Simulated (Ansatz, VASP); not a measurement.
## One calculation of CsP3, two programs

```
Cs P
1.0
    -2.38033    2.38033    4.04510
     2.38033   -2.38033    4.04510
     2.38033    2.38033   -4.04510
Cs P
1 3
Cartesian
  0.0000 0.0000 0.0000
  0.0000 0.0000 4.0451
  2.3803 0.0000 2.0225
  0.0000 2.3803 2.0225
```

Alike in both runs: functional PBE; k mesh 14 × 14 × 14; occupations gaussian, width 0.1 eV; no spin polarisation.

Ansatz relaxed the structure, and its values are those at the end. VASP's run is a single point on that final structure, the one shown.

```csv
,VASP,Ansatz
version,VASP 6.6.1,Ansatz 0.2.0
potentials or method,"VASP PAW PBE potentials, release 64 (Cs_sv, P), cutoff 520 eV","scalar-relativistic, plane waves, PAW"
valence electrons in the cell,24,24
```

Ansatz gave:

* gap on the k mesh at the Fermi level (eV): none
* pressure (GPa): 0.0

Question: Which values does VASP return?

Answer: gap on the k mesh at the Fermi level (eV): none; pressure (GPa): 0.3.

A gap of «none» marks a metal or a gap that the smearing closes. The functional is the same, so the differences come from potentials, cutoffs and numerics.

Spin-orbit coupling is off throughout.
